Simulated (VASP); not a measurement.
Input of a VASP 6.6.1 run:

The input INCAR:

```
PREC     = Accurate       # precision mode
ENCUT    = 520            # plane-wave cutoff, eV
EDIFF    = 1E-6           # SCF threshold, eV
ISMEAR   = 0              # smearing method
SIGMA    = 0.1            # smearing width, eV
LREAL    = False          # projectors in reciprocal space
LASPH    = True           # aspherical terms in the spheres
NELM     = 150            # most SCF steps
ALGO     = Normal         # electronic algorithm
ISIF     = 2              # what is computed and relaxed
LWAVE    = False          # write WAVECAR
LCHARG   = True           # write CHGCAR
ISPIN    = 2              # spin polarisation
MAGMOM   = 1.02 0 0 0 0 0 # initial moments
LORBIT   = 11             # projections on sites
LMAXMIX  = 4              # l up to which the mixer works
GGA      = PE             # functional
LELF     = True           # ELF
LVHAR    = True         
NBANDS   = 42             # bands
```

KPOINTS

```
regular mesh
0
Gamma
  6 6 12
```

POSCAR

```
ZrPb2O3
1.0
    6.2357666125      0.0000000000      0.0000000000
   -3.1178833063      5.4003322985      0.0000000000
    0.0000000000      0.0000000000      3.2735503908
Zr Pb O
1 2 3
Direct
    0.0000000000      0.0000000000      0.0000000000
    0.6666666667      0.3333333333      0.0000000000
    0.3333333333      0.6666666667      0.0000000000
    0.5000000000      0.5000000000      0.5000000000
    0.5000000000      0.0000000000      0.5000000000
    0.0000000000      0.5000000000      0.5000000000
```

Potentials or basis: VASP PAW PBE potentials, release 64 (Zr_sv, Pb_d, O).

Command:

```sh
$ cat potpaw_PBE.64/Zr_sv/POTCAR potpaw_PBE.64/Pb_d/POTCAR potpaw_PBE.64/O/POTCAR > POTCAR
$ mpirun -np 1 vasp_std > vasp.out
```

(1) Estimate the net moment.

(2) What does it give for the site moments?

(3) Predict the pressure.

## Answers

(1) 1.27 μB per cell.

(2) Zr +0.96; Pb -0.03; O -0.06 μB.

(3) 0.0 GPa.
